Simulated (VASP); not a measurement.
# Pt in VASP: single point with PBEsol

Aim: the single point of Pt with PBEsol.

Everything below comes from runs of VASP 6.6.1. Logs are shortened: lines on timing, memory, paths and dates and some standing lists are left out, and cuts for length are marked.

## (1) The cell of the first run

The cell holds a repeated cell, 12 atoms: a = 2.770 Å, b = 2.770 Å, c = 27.144 Å, α = 90.00°, β = 90.00°, γ = 120.00°.

## (2) Single point, PBEsol

The input, INCAR:

```
ALGO     = Normal         # electronic algorithm
EDIFF    = 1E-6           # SCF threshold, eV
ENCUT    = 400            # plane-wave cutoff, eV
GGA      = PS             # functional
GGA_COMPAT= F            
ISIF     = 2              # what is computed and relaxed
ISMEAR   = 1              # smearing method
LASPH    = T              # aspherical terms in the spheres
LCHARG   = T              # write CHGCAR
LELF     = T              # ELF
LREAL    = F              # projectors in reciprocal space
LVHAR    = T            
LWAVE    = F              # write WAVECAR
NBANDS   = 72             # bands
NELM     = 120            # most SCF steps
PREC     = Accurate       # precision mode
SIGMA    = 0.1            # smearing width, eV
```

The input, KPOINTS:

```
k-points
0
Gamma
  21 21 3
```

The input, POSCAR:

```
Pt
1.0
    2.7703950080      0.0000000000      0.0000000000
   -1.3851975040      2.3992323922      0.0000000000
    0.0000000000      0.0000000000     27.1442137873
Pt
12
Direct
    0.0000000000      0.0000000000      0.0000000000
    0.3333330000      0.6666670000      0.0833333395
    0.6666670000      0.3333330000      0.1666666789
    0.0000000000      0.0000000000      0.2500000184
    0.3333330000      0.6666670000      0.3333333579
    0.6666670000      0.3333330000      0.4166666974
    0.0000000000      0.0000000000      0.5000000368
    0.3333330000      0.6666670000      0.5833333763
    0.6666670000      0.3333330000      0.6666667158
    0.0000000000      0.0000000000      0.7500000552
    0.3333330000      0.6666670000      0.8333334315
    0.6666670000      0.3333330000      0.9166667710
```

Potentials or basis: VASP PAW PBE potentials, release 64 (Pt).

The run is started by

```sh
cat potpaw_PBE.64/Pt/POTCAR > POTCAR
mpirun -np 1 vasp_std > vasp.out
```

OUTCAR:

```text
EDIFF = 1E-6
   ENCUT = 400
   GGA = PS
   ISIF = 2
   ISMEAR = 1
   LASPH = T
   LREAL = F
   NELM = 120
   PREC = Accurate

 ion  position               nearest neighbor table
   1  0.000  0.000  0.000-  12 2.77  12 2.77  12 2.77   2 2.77   2 2.77   2 2.77
   2  0.333  0.667  0.083-   3 2.77   3 2.77   1 2.77   1 2.77   1 2.77   3 2.77
   3  0.667  0.333  0.167-   2 2.77   2 2.77   4 2.77   4 2.77   4 2.77   2 2.77
   4  0.000  0.000  0.250-   3 2.77   5 2.77   5 2.77   3 2.77   3 2.77   5 2.77
   5  0.333  0.667  0.333-   6 2.77   4 2.77   6 2.77   4 2.77   4 2.77   6 2.77
   6  0.667  0.333  0.417-   5 2.77   7 2.77   5 2.77   7 2.77   7 2.77   5 2.77
   7  0.000  0.000  0.500-   6 2.77   8 2.77   6 2.77   8 2.77   6 2.77   8 2.77
   8  0.333  0.667  0.583-   9 2.77   7 2.77   9 2.77   7 2.77   7 2.77   9 2.77
   9  0.667  0.333  0.667-   8 2.77  10 2.77   8 2.77  10 2.77  10 2.77   8 2.77
  10  0.000  0.000  0.750-   9 2.77  11 2.77   9 2.77   9 2.77  11 2.77  11 2.77
  11  0.333  0.667  0.833-  12 2.77  12 2.77  10 2.77  10 2.77  10 2.77  12 2.77
  12  0.667  0.333  0.917-   1 2.77   1 2.77   1 2.77  11 2.77  11 2.77  11 2.77

  LATTYP: Found a hexagonal cell.
 ALAT       =     2.7703950080
 C/A-ratio  =     9.7979579478

  Lattice vectors:

 A1 = (   2.7703950080,   0.0000000000,   0.0000000000)
 A2 = (  -1.3851975040,   2.3992323922,   0.0000000000)
 A3 = (   0.0000000000,   0.0000000000,  27.1442137873)

Analysis of symmetry for initial positions (statically):
=====================================================================
 Subroutine PRICEL returns following result:

  LATTYP: Found a face centered cubic cell.
 ALAT       =     3.9179287994

  Lattice vectors:

 A1 = (   1.3851961188,  -0.7997433310,   2.2620179830)
 A2 = (  -0.0000013852,   1.5994890612,   2.2620179830)
 A3 = (  -1.3851947336,  -0.7997457302,   2.2620179803)

  12 primitive cells build up your supercell.

 Routine SETGRP: Setting up the symmetry group for a
 hexagonal supercell.

 Subroutine GETGRP returns: Found 12 space group operations
 (whereof 12 operations were pure point group operations)
 out of a pool of 24 trial point group operations.

The static configuration has the point symmetry D_3d.

Analysis of symmetry for dynamics (positions and initial velocities):
=====================================================================
 Subroutine PRICEL returns following result:

  LATTYP: Found a face centered cubic cell.
 ALAT       =     3.9179287994

  Lattice vectors:

 A1 = (   1.3851961188,  -0.7997433310,   2.2620179830)
 A2 = (  -0.0000013852,   1.5994890612,   2.2620179830)
 A3 = (  -1.3851947336,  -0.7997457302,   2.2620179803)

  12 primitive cells build up your supercell.

 Routine SETGRP: Setting up the symmetry group for a
 hexagonal supercell.

 Subroutine GETGRP returns: Found 12 space group operations
 (whereof 12 operations were pure point group operations)
 out of a pool of 24 trial point group operations.

The dynamic configuration has the point symmetry D_3d.

 Subroutine INISYM returns: Found 12 space group operations
 (whereof 12 operations are pure point group operations),
 and found    12 'primitive' translations

----------------------------------------------------------------------------------------

                                     Primitive cell

  volume of cell :      15.0352

  direct lattice vectors                    reciprocal lattice vectors
     1.385196119 -0.799743331  2.262017983     0.360960079 -0.208399571  0.147361045
    -0.000001385  1.599489061  2.262017983    -0.000000361  0.416799766  0.147361045
    -1.385194734 -0.799745730  2.262017980    -0.360959718 -0.208400196  0.147361045

  length of vectors
     2.770394022  2.770395389  2.770394020     0.442083518  0.442082936  0.442083518

  position of ions in fractional coordinates (direct lattice)
     0.000000000  0.000000000  0.000000000

  ion indices of the primitive-cell ions
   primitive index   ion index
                 1           1

----------------------------------------------------------------------------------------

 KPOINTS: k-points

Automatic generation of k-mesh.
 Grid dimensions read from file:
 generate k-points for:   21   21    3

 Generating k-lattice:

  Cartesian coordinates                     Fractional coordinates (reciprocal lattice)
     0.017188541  0.009923809  0.000000000     0.047619048  0.000000000  0.000000000
     0.000000000  0.019847618  0.000000000     0.000000000  0.047619048  0.000000000
     0.000000000  0.000000000  0.012280088     0.000000000  0.000000000  0.333333333

  Length of vectors
     0.019847617  0.019847618  0.012280088

  Shift w.r.t. Gamma in fractional coordinates (k-lattice)
     0.000000000  0.000000000  0.000000000

 Subroutine IBZKPT returns following result:
 ===========================================

 Found    133 irreducible k-points:

 Following reciprocal coordinates:
            Coordinates               Weight
  0.000000  0.000000  0.000000      1.000000
  0.047619  0.000000  0.000000      6.000000
  0.095238  0.000000  0.000000      6.000000
  0.142857  0.000000  0.000000      6.000000
  0.190476  0.000000  0.000000      6.000000
  0.238095  0.000000  0.000000      6.000000
[... 16 lines left out ...]
  0.142857  0.095238  0.000000     12.000000
  0.190476  0.095238  0.000000     12.000000
 [... further k-points ...]
   k-points           NKPTS =    133   k-points in BZ     NKDIM =    133   number of bands    NBANDS=     72
   number of dos      NEDOS =    301   number of ions     NIONS =     12
   total plane-waves  NPLWV =  58320
   dimension x,y,z NGX =    18 NGY =   18 NGZ =  180
   dimension x,y,z NGXF=    36 NGYF=   36 NGZF=  360
   ions per type =              12
   NGX,Y,Z   is equivalent  to a cutoff of  10.80, 10.80, 11.02 a.u.
   NGXF,Y,Z  is equivalent  to a cutoff of  21.60, 21.60, 22.05 a.u.
 SYSTEM =  unknown system
   PREC   = accura    normal or accurate (medium, high low for compatibility)
   ISTART =      0    job   : 0-new  1-cont  2-samecut
   ICHARG =      2    charge: 1-file 2-atom 10-const
   ISPIN  =      1    spin polarized calculation?
   LNONCOLLINEAR =      F non collinear calculations
   LSORBIT =      F    spin-orbit coupling
   LASPH  =      T    aspherical Exc in radial PAW
   ENCUT  =  400.0 eV  29.40 Ry    5.42 a.u.   4.52  4.52 44.27*2*pi/ulx,y,z
   NELM   =    120;   NELMIN=  2; NELMDL= -5     # of ELM steps
   EDIFF  = 0.1E-05   stopping-criterion for ELM
   LREAL  =      F    real-space projection
   EDIFFG = 0.1E-04   stopping-criterion for IOM
   NSW    =      0    number of steps for IOM
   IBRION =     -1    ionic relax: 0-MD 1-quasi-New 2-CG
   NFREE  =      0    steps in history (QN), initial steepest desc. (CG)
   ISIF   =      2    stress and relaxation
   ISYM   =      2    0-nonsym 1-usesym 2-fastsym
   POTIM  = 0.5000    time-step for ionic-motion
   TEBEG  =    0.0;   TEEND  =   0.0 temperature during run
   PSTRESS=    0.0 pullay stress
   NELECT =     120.0000    total number of electrons
   NUPDOWN=      -1.0000    fix difference up-down
   EMIN   =  10.00;   EMAX   =-10.00  energy-range for DOS
   EFERMI =   0.00;   METHOD = LEGACY
   ISMEAR =     1;   SIGMA  =   0.10  broadening in eV -4-tet -1-fermi 0-gaus
   EFERMI_NEDOS =   21; number of points for ismear=-14 and -15
   IALGO  =     38    algorithm
   IMIX   =      4    mixing-type and parameters
     AMIX     =   0.40;   BMIX     =  1.00
     AMIX_MAG =   1.60;   BMIX_MAG =  1.00
  volume/ion in A,a.u.               =      15.04       101.46
  Fermi-wavevector in a.u.,A,eV,Ry     =   1.429019  2.700455 27.784413  2.042097
  Thomas-Fermi vector in A             =   2.549018
   LORBIT       =      0    0 simple, 1 ext, 2 COOP (PROOUT), +10 PAW based schemes
   GGA     = PS    functional components
   LHFCALC =     F    Hartree Fock is set to
   AEXX    =    0.0000 exact exchange contribution
   IVDW    =     0    specifies the selected vdW correction
   LEPSILON=     F    determine dielectric tensor
   LRPA    =     F    only Hartree local field effects (RPA)
 non-spin polarized calculation
 Methfessel and Paxton  Order N= 1 SIGMA  =   0.10
  energy-cutoff  :      400.00
  volume of cell :      180.42
 maximum number of plane-waves:      3335
 NGX is ok and might be reduce to    18
   NGX =  9   NGY =  9   NGZ = 89

 number of electron     120.0000046 magnetization

 Free energy of the ion-electron system (eV)
  ---------------------------------------------------
  ext. energy  EPLUGINS =         0.00000000
  ---------------------------------------------------
  free energy    TOTEN  =       -83.54936576 eV

  energy without entropy =      -83.54409768  energy(sigma->0) =      -83.54760973

 E-fermi :  11.1500     XC(G=0): -13.6465

 val. band max:       11.1495733758   @ k =  -0.0476   0.3810   0.3333
 cond. band min:      11.1507447514   @ k =   0.3810   0.0000   0.3333
 fundamental gap:      0.0011713756
 Fermi energy:        11.1499915382

 k-point     1 :       0.0000    0.0000    0.0000
  band No.  band energies     occupation
      1       0.8244      2.00000
      2       1.1029      2.00000
      3       1.1030      2.00000
      4       1.8759      2.00000
      5       1.8759      2.00000
      6       2.8820      2.00000
[... 64 lines left out ...]
     71      11.1991      0.26915
     72      11.1991      0.26915

 k-point     2 :       0.0476    0.0000    0.0000
  band No.  band energies     occupation
      1       0.9062      2.00000
      2       1.1829      2.00000
      3       1.1835      2.00000
      4       1.9530      2.00000
      5       1.9534      2.00000
      6       2.9591      2.00000
[... 1642 lines left out ...]
 k-point    24 :       0.1905    0.0952    0.0000
  band No.  band energies     occupation
      1       2.8458      2.00000
      2       2.9866      2.00000
      3       3.0899      2.00000
      4       3.5330      2.00000
      5       3.6405      2.00000
      6       4.3613      2.00000
[... 64 lines left out ...]
     71      14.3259      0.00000
     72      16.1677      0.00000

 [... further k-points ...]

------------------------ aborting loop because EDIFF is reached ----------------------------------------

  FORCE on cell =-STRESS in cart. coord.  units (eV):
  Direction    XX          YY          ZZ          XY          YZ          ZX
  --------------------------------------------------------------------------------------
  -------------------------------------------------------------------------------------
  Total       -0.5253214     -0.5253214     -0.5947653     -0.0000000      0.0000000      0.0000000
  in kB       -4.6649220     -4.6649218     -5.2815933     -0.0000000      0.0000000      0.0000000
  external PRESSURE =      -4.8704791 kB  Pullay stress =       0.0000000 kB

 VOLUME and BASIS-vectors are now :
 -----------------------------------------------------------------------------
  energy-cutoff  :      400.00
  volume of cell :      180.42
      direct lattice vectors                 reciprocal lattice vectors
     2.770395008  0.000000000  0.000000000     0.360959357  0.208399987  0.000000000
    -1.385197504  2.399232392  0.000000000     0.000000000  0.416799975  0.000000000
     0.000000000  0.000000000 27.144213787     0.000000000  0.000000000  0.036840264

 POSITION                                       TOTAL-FORCE (eV/Angst)
 -----------------------------------------------------------------------------------
      0.00000      0.00000      0.00000        -0.000000      0.000000      0.000000
     -0.00000      1.59949      2.26202         0.000000      0.000000      0.000000
      1.38520      0.79974      4.52404        -0.000000      0.000000      0.000000
      0.00000      0.00000      6.78605        -0.000000      0.000000      0.000000
     -0.00000      1.59949      9.04807         0.000000      0.000000      0.000000
      1.38520      0.79974     11.31009        -0.000000     -0.000000      0.000000
      0.00000      0.00000     13.57211         0.000000      0.000000      0.000000
     -0.00000      1.59949     15.83413        -0.000000      0.000000      0.000000
      1.38520      0.79974     18.09614         0.000000     -0.000000     -0.000000
      0.00000      0.00000     20.35816         0.000000      0.000000     -0.000000
     -0.00000      1.59949     22.62018        -0.000000      0.000000     -0.000000
      1.38520      0.79974     24.88220         0.000000      0.000000     -0.000000
 -----------------------------------------------------------------------------------
    total drift:                                0.000000      0.000000     -0.002551

  FREE ENERGIE OF THE ION-ELECTRON SYSTEM (eV)
  ---------------------------------------------------
  free  energy   TOTEN  =       -83.5493657582 eV

  energy  without entropy=      -83.5440976831  energy(sigma->0) =      -83.54760973
```

It took 16 min on 1 thread of Intel Xeon 6975P-C, shared host; peak memory 0.78 GiB.

What came out:

```yaml
Free_energy: -83.5494 eV
Pressure: -0.5 GPa
Band_gap_on_the_k_mesh: zero (band 60 reaches 11.63 eV, above the bottom of band 61 at 9.69 eV)
```

Caveat: the PAW data sets were made with another functional, which shifts forces and pressure a little; spin-orbit coupling is left out, which moves the levels of the heavy elements.
